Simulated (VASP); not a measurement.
# Ru2C (P-3m1) in VASP: single point with PBE

Aim: the single point of Ru2C with PBE.

All numbers are computed with VASP 6.6.1; they aren't measurements. Logs are shortened: lines on timing, memory, paths and dates and some standing lists are left out, and cuts for length are marked.

**1. The cell of the first run**

The structure is trigonal, space group P-3m1 (No. 164). Conventional cell: a = 2.816 Å, b = 2.816 Å, c = 4.980 Å, α = 90.00°, β = 90.00°, γ = 120.00°. Within 2.9 Å of Ru (site symmetry 3m) lie 3 C at 2.09 Å and 9 Ru at 2.82 to 2.86 Å. Within 2.9 Å of C (site symmetry -3m) lie 6 Ru at 2.09 Å and 6 C at 2.82 Å.

The cell was generated, and may not be a known phase.

**2. Single point, PBE**

Input file INCAR:

```
PREC     = Accurate       # precision mode
ENCUT    = 600            # plane-wave cutoff, eV
EDIFF    = 1E-6           # SCF threshold, eV
ISMEAR   = 0              # smearing method
SIGMA    = 0.2            # smearing width, eV
LREAL    = False          # projectors in reciprocal space
LASPH    = True           # aspherical terms in the spheres
NELM     = 120            # most SCF steps
ALGO     = Normal         # electronic algorithm
ISIF     = 2              # what is computed and relaxed
LWAVE    = False          # write WAVECAR
LCHARG   = False          # write CHGCAR
GGA      = PE             # functional
NBANDS   = 23             # bands
GGA_COMPAT= False
```

Input file KPOINTS:

```
regular mesh
0
Gamma
  8 8 3
```

Input file POSCAR:

```
Ru2C
1.0
    2.8159355858      0.0000000030      0.0000000000
   -1.4079677955      2.4386717512      0.0000000000
    0.0000000000      0.0000000000      4.9796795912
Ru C
2 1
Direct
    0.3333333333      0.6666666667      0.7363641556
    0.6666666667      0.3333333333      0.2636358444
    0.0000000000      0.0000000000      0.0000000000
```

Potentials or basis: VASP PAW PBE potentials, release 64 (Ru_pv, C).

Command:

```console
$ cat potpaw_PBE.64/Ru_pv/POTCAR potpaw_PBE.64/C/POTCAR > POTCAR
$ mpirun -np 1 vasp_std > vasp.out
```

OUTCAR:

```text
PREC = Accurate
   ENCUT = 600
   EDIFF = 1E-6
   ISMEAR = 0
   LREAL = False
   LASPH = True
   NELM = 120
   ISIF = 2
   GGA = PE

 ion  position               nearest neighbor table
   1  0.333  0.667  0.736-   3 2.09   3 2.09   3 2.09   2 2.86   2 2.86   2 2.86   2 3.09   2 3.09
                             2 3.09
   2  0.667  0.333  0.264-   3 2.09   3 2.09   3 2.09   1 2.86   1 2.86   1 2.86   1 3.09   1 3.09
                             1 3.09
   3  0.000  0.000  0.000-   1 2.09   2 2.09   1 2.09   2 2.09   2 2.09   1 2.09

  LATTYP: Found a hexagonal cell.
 ALAT       =     2.8159355858
 C/A-ratio  =     1.7683925784

  Lattice vectors:

 A1 = (   2.8159355858,   0.0000000030,   0.0000000000)
 A2 = (  -1.4079677955,   2.4386717512,   0.0000000000)
 A3 = (   0.0000000000,   0.0000000000,   4.9796795912)

Analysis of symmetry for initial positions (statically):
=====================================================================
 Subroutine PRICEL returns:
 Original cell was already a primitive cell.

 Routine SETGRP: Setting up the symmetry group for a
 hexagonal supercell.

 Subroutine GETGRP returns: Found 12 space group operations
 (whereof 12 operations were pure point group operations)
 out of a pool of 24 trial point group operations.

The static configuration has the point symmetry D_3d.

Analysis of symmetry for dynamics (positions and initial velocities):
=====================================================================
 Subroutine PRICEL returns:
 Original cell was already a primitive cell.

 Routine SETGRP: Setting up the symmetry group for a
 hexagonal supercell.

 Subroutine GETGRP returns: Found 12 space group operations
 (whereof 12 operations were pure point group operations)
 out of a pool of 24 trial point group operations.

The dynamic configuration has the point symmetry D_3d.

 Subroutine INISYM returns: Found 12 space group operations
 (whereof 12 operations are pure point group operations),
 and found     1 'primitive' translations

----------------------------------------------------------------------------------------

                                     Primitive cell

  volume of cell :      34.1962

  direct lattice vectors                    reciprocal lattice vectors
     2.815935586  0.000000003  0.000000000     0.355121759  0.205029644  0.000000000
    -1.407967796  2.438671751  0.000000000    -0.000000000  0.410059287  0.000000000
     0.000000000  0.000000000  4.979679591     0.000000000  0.000000000  0.200816133

  length of vectors
     2.815935586  2.815935586  4.979679591     0.410059287  0.410059287  0.200816133

  position of ions in fractional coordinates (direct lattice)
     0.333333333  0.666666667  0.736364156
     0.666666667  0.333333333  0.263635844
     0.000000000  0.000000000  0.000000000

  ion indices of the primitive-cell ions
   primitive index   ion index
                 1           1
                 2           2
                 3           3

----------------------------------------------------------------------------------------

 KPOINTS: regular mesh

Automatic generation of k-mesh.
 Grid dimensions read from file:
 generate k-points for:    8    8    3

 Generating k-lattice:

  Cartesian coordinates                     Fractional coordinates (reciprocal lattice)
     0.044390220  0.025628705  0.000000000     0.125000000 -0.000000000  0.000000000
    -0.000000000  0.051257411  0.000000000     0.000000000  0.125000000  0.000000000
     0.000000000  0.000000000  0.066938711     0.000000000  0.000000000  0.333333333

  Length of vectors
     0.051257411  0.051257411  0.066938711

  Shift w.r.t. Gamma in fractional coordinates (k-lattice)
     0.000000000  0.000000000  0.000000000

 Subroutine IBZKPT returns following result:
 ===========================================

 Found     25 irreducible k-points:

 Following reciprocal coordinates:
            Coordinates               Weight
  0.000000  0.000000  0.000000      1.000000
  0.125000  0.000000  0.000000      6.000000
  0.250000  0.000000  0.000000      6.000000
  0.375000  0.000000  0.000000      6.000000
  0.500000  0.000000  0.000000      3.000000
  0.125000  0.125000  0.000000      6.000000
[... 16 lines left out ...]
 -0.125000  0.500000  0.333333     12.000000
  0.250000  0.250000  0.333333     12.000000
   k-points           NKPTS =     25   k-points in BZ     NKDIM =     25   number of bands    NBANDS=     23
   number of dos      NEDOS =    301   number of ions     NIONS =      3
   total plane-waves  NPLWV =  23040
   dimension x,y,z NGX =    24 NGY =   24 NGZ =   40
   dimension x,y,z NGXF=    48 NGYF=   48 NGZF=   80
   ions per type =               2   1
   NGX,Y,Z   is equivalent  to a cutoff of  14.17, 14.17, 13.35 a.u.
   NGXF,Y,Z  is equivalent  to a cutoff of  28.34, 28.34, 26.71 a.u.
 SYSTEM =  unknown system
   PREC   = accura    normal or accurate (medium, high low for compatibility)
   ISTART =      0    job   : 0-new  1-cont  2-samecut
   ICHARG =      2    charge: 1-file 2-atom 10-const
   ISPIN  =      1    spin polarized calculation?
   LNONCOLLINEAR =      F non collinear calculations
   LSORBIT =      F    spin-orbit coupling
   LASPH  =      T    aspherical Exc in radial PAW
   ENCUT  =  600.0 eV  44.10 Ry    6.64 a.u.   5.62  5.62  9.95*2*pi/ulx,y,z
   NELM   =    120;   NELMIN=  2; NELMDL= -5     # of ELM steps
   EDIFF  = 0.1E-05   stopping-criterion for ELM
   LREAL  =      F    real-space projection
   EDIFFG = 0.1E-04   stopping-criterion for IOM
   NSW    =      0    number of steps for IOM
   IBRION =     -1    ionic relax: 0-MD 1-quasi-New 2-CG
   NFREE  =      0    steps in history (QN), initial steepest desc. (CG)
   ISIF   =      2    stress and relaxation
   ISYM   =      2    0-nonsym 1-usesym 2-fastsym
   POTIM  = 0.5000    time-step for ionic-motion
   TEBEG  =    0.0;   TEEND  =   0.0 temperature during run
   PSTRESS=    0.0 pullay stress
   NELECT =      32.0000    total number of electrons
   NUPDOWN=      -1.0000    fix difference up-down
   EMIN   =  10.00;   EMAX   =-10.00  energy-range for DOS
   EFERMI =   0.00;   METHOD = LEGACY
   ISMEAR =     0;   SIGMA  =   0.20  broadening in eV -4-tet -1-fermi 0-gaus
   EFERMI_NEDOS =   21; number of points for ismear=-14 and -15
   IALGO  =     38    algorithm
   IMIX   =      4    mixing-type and parameters
     AMIX     =   0.40;   BMIX     =  1.00
     AMIX_MAG =   1.60;   BMIX_MAG =  1.00
  volume/ion in A,a.u.               =      11.40        76.92
  Fermi-wavevector in a.u.,A,eV,Ry     =   1.601274  3.025969 34.886408  2.564079
  Thomas-Fermi vector in A             =   2.698278
   LORBIT       =      0    0 simple, 1 ext, 2 COOP (PROOUT), +10 PAW based schemes
   GGA     = PE    functional components
   LHFCALC =     F    Hartree Fock is set to
   AEXX    =    0.0000 exact exchange contribution
   IVDW    =     0    specifies the selected vdW correction
   LEPSILON=     F    determine dielectric tensor
   LRPA    =     F    only Hartree local field effects (RPA)
 non-spin polarized calculation
 Gauss-broadening in eV      SIGMA  =   0.20
  energy-cutoff  :      600.00
  volume of cell :       34.20
 maximum number of plane-waves:      1172
 NGX is ok and might be reduce to    24
   NGX = 11   NGY = 11   NGZ = 19

 number of electron      31.9999992 magnetization

 Free energy of the ion-electron system (eV)
  ---------------------------------------------------
  ext. energy  EPLUGINS =         0.00000000
  ---------------------------------------------------
  free energy    TOTEN  =       -26.18433545 eV

  energy without entropy =      -26.11745510  energy(sigma->0) =      -26.15089528

 E-fermi :  11.8660     XC(G=0): -13.7307

 val. band max:       11.8067629863   @ k =   0.1250   0.0000   0.0000
 cond. band min:      11.8714538344   @ k =   0.3750   0.0000   0.0000
 fundamental gap:      0.0646908481
 Fermi energy:        11.8660064582

 k-point     1 :       0.0000    0.0000    0.0000
  band No.  band energies     occupation
      1     -31.4533      2.00000
      2     -31.0193      2.00000
      3     -31.0193      2.00000
      4     -30.9964      2.00000
      5     -30.9721      2.00000
      6     -30.9721      2.00000
[... 15 lines left out ...]
     22      21.5882      0.00000
     23      21.7270      0.00000

 k-point     2 :       0.1250    0.0000    0.0000
  band No.  band energies     occupation
      1     -31.4258      2.00000
      2     -31.1031      2.00000
      3     -31.0516      2.00000
      4     -31.0423      2.00000
      5     -30.9950      2.00000
      6     -30.9862      2.00000
[... 15 lines left out ...]
     22      21.7759      0.00000
     23      22.4845      0.00000

 k-point     3 :       0.2500    0.0000    0.0000
  band No.  band energies     occupation
      1     -31.3547      2.00000
      2     -31.2937      2.00000
      3     -31.2370      2.00000
      4     -31.0954      2.00000
      5     -31.0223      2.00000
      6     -31.0091      2.00000
[... 15 lines left out ...]
     22      22.1650      0.00000
     23      22.4863      0.00000

 k-point     4 :       0.3750    0.0000    0.0000
  band No.  band energies     occupation
      1     -31.4813      2.00000
      2     -31.4218      2.00000
      3     -31.2613      2.00000
      4     -31.1465      2.00000
      5     -31.0597      2.00000
      6     -31.0400      2.00000
[... 15 lines left out ...]
     22      21.5403      0.00000
     23      22.4804      0.00000

 k-point     5 :       0.5000    0.0000    0.0000
  band No.  band energies     occupation
      1     -31.5583      2.00000
      2     -31.4943      2.00000
      3     -31.2116      2.00000
      4     -31.1672      2.00000
      5     -31.0754      2.00000
      6     -31.0662      2.00000
[... 15 lines left out ...]
     22      20.1701      0.00000
     23      22.2892      0.00000

 k-point     6 :       0.1250    0.1250    0.0000
  band No.  band energies     occupation
      1     -31.3760      2.00000
      2     -31.2188      2.00000
      3     -31.1943      2.00000
      4     -31.0739      2.00000
      5     -31.0275      2.00000
      6     -31.0034      2.00000
[... 15 lines left out ...]
     22      22.1054      0.00000
     23      22.4836      0.00000

 k-point     7 :       0.2500    0.1250    0.0000
  band No.  band energies     occupation
      1     -31.3912      2.00000
      2     -31.3553      2.00000
      3     -31.2913      2.00000
      4     -31.1481      2.00000
      5     -31.0838      2.00000
      6     -31.0271      2.00000
[... 353 lines left out ...]
     22      21.3641      0.00000
     23      22.4834      0.00000

 k-point    21 :      -0.1250    0.3750    0.3333
  band No.  band energies     occupation
      1     -31.4083      2.00000
      2     -31.3876      2.00000
      3     -31.2118      2.00000
      4     -31.1312      2.00000
      5     -31.1048      2.00000
      6     -31.0530      2.00000
[... 15 lines left out ...]
     22      21.7508      0.00000
     23      22.4844      0.00000

 k-point    22 :       0.3750    0.1250    0.3333
  band No.  band energies     occupation
      1     -31.5250      2.00000
      2     -31.4889      2.00000
      3     -31.2015      2.00000
      4     -31.1684      2.00000
      5     -31.1231      2.00000
      6     -31.0689      2.00000
[... 15 lines left out ...]
     22      20.2726      0.00000
     23      22.5111      0.00000

 k-point    23 :      -0.1250    0.5000    0.3333
  band No.  band energies     occupation
      1     -31.5208      2.00000
      2     -31.4921      2.00000
      3     -31.2119      2.00000
      4     -31.1516      2.00000
      5     -31.1343      2.00000
      6     -31.0651      2.00000
[... 15 lines left out ...]
     22      21.2538      0.00000
     23      22.4814      0.00000

 k-point    24 :       0.2500    0.2500    0.3333
  band No.  band energies     occupation
      1     -31.4541      2.00000
      2     -31.4478      2.00000
      3     -31.2605      2.00000
      4     -31.2246      2.00000
      5     -31.1301      2.00000
      6     -31.0628      2.00000
[... 15 lines left out ...]
     22      21.5237      0.00000
     23      22.4953      0.00000

 [... further k-points ...]

------------------------ aborting loop because EDIFF is reached ----------------------------------------

  FORCE on cell =-STRESS in cart. coord.  units (eV):
  Direction    XX          YY          ZZ          XY          YZ          ZX
  --------------------------------------------------------------------------------------
  -------------------------------------------------------------------------------------
  Total        0.0252298      0.0252298     -0.0178189     -0.0000000     -0.0000000     -0.0000000
  in kB        1.1820806      1.1820806     -0.8348613     -0.0000000     -0.0000000     -0.0000000
  external PRESSURE =       0.5097666 kB  Pullay stress =       0.0000000 kB

 VOLUME and BASIS-vectors are now :
 -----------------------------------------------------------------------------
  energy-cutoff  :      600.00
  volume of cell :       34.20
      direct lattice vectors                 reciprocal lattice vectors
     2.815935586  0.000000003  0.000000000     0.355121759  0.205029644  0.000000000
    -1.407967796  2.438671751  0.000000000    -0.000000000  0.410059287  0.000000000
     0.000000000  0.000000000  4.979679591     0.000000000  0.000000000  0.200816133

 POSITION                                       TOTAL-FORCE (eV/Angst)
 -----------------------------------------------------------------------------------
     -0.00000      1.62578      3.66686         0.000000      0.000000     -0.025073
      1.40797      0.81289      1.31282        -0.000000     -0.000000      0.025073
      0.00000      0.00000      0.00000         0.000000     -0.000000      0.000000
 -----------------------------------------------------------------------------------
    total drift:                               -0.000000      0.000000     -0.000000

  FREE ENERGIE OF THE ION-ELECTRON SYSTEM (eV)
  ---------------------------------------------------
  free  energy   TOTEN  =       -26.1843354500 eV

  energy  without entropy=      -26.1174551003  energy(sigma->0) =      -26.15089528
```

It took 39 s on 1 thread of Intel Xeon 8259CL, shared host; peak memory 0.17 GiB.

What came out:

| Quantity | Value |
| --- | --- |
| Free energy | -26.1843 eV |
| Pressure | 0.1 GPa |
| Largest force | 0.025 eV/Å |
| Band gap on the k mesh | zero (bands 16 and 17 overlap by 1.61 eV) |

Forces on the atoms (eV/Å):
```
Ru   0.000  0.000 -0.025
Ru   0.000  0.000  0.025
C    0.000  0.000  0.000
```

Levels at points of the mesh, in eV from the Fermi level:
| k point | band 14 | band 15 | band 16 | band 17 | band 18 | band 19 |
| --- | --- | --- | --- | --- | --- | --- |
| (0.00, 0.00, 0.00) | -2.47 | -1.37 | -1.37 | -0.88 | -0.88 | 0.26 |
| (0.50, 0.00, 0.00) | 0.07 | 0.41 | 0.63 | 0.93 | 1.57 | 2.28 |

Caveat: the k points lie up to 0.42 Å⁻¹ apart, too coarse for converged energies and pressures of a metal.

The gap in the log of VASP goes by the Fermi energy; the results here count the filled bands.